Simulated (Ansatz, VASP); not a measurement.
## Two plane-wave programs on La3Zr

```
CELL_PARAMETERS angstrom
0.00000 4.00192 4.00192
4.00192 0.00000 4.00192
4.00192 4.00192 0.00000
ATOMIC_POSITIONS crystal
La 0.25000 0.25000 0.25000
La 0.75000 0.75000 0.75000
La 0.50000 0.50000 0.50000
Zr 0.00000 0.00000 0.00000
```

Alike in both runs: task single point; functional PBE; k mesh 4 × 4 × 4; occupations gaussian, width 0.1 eV; no spin polarisation.

|  | VASP | Ansatz |
| --- | --- | --- |
| version | VASP 6.6.1 | Ansatz 0.2.0 |
| potentials or method | VASP PAW PBE potentials, release 64 (La, Zr_sv), cutoff 520 eV | scalar-relativistic, plane waves, PAW |
| valence electrons in the cell | 45 | 45 |

|  | VASP | Ansatz | Ansatz less VASP |
| --- | --- | --- | --- |
| gap on the k mesh at the Fermi level (eV) | none | none | - |
| pressure (GPa) | 0.2 | 0.2 | -0.05 |

A gap of «none» marks a metal or a gap that the smearing closes.

Spin-orbit coupling is off throughout.
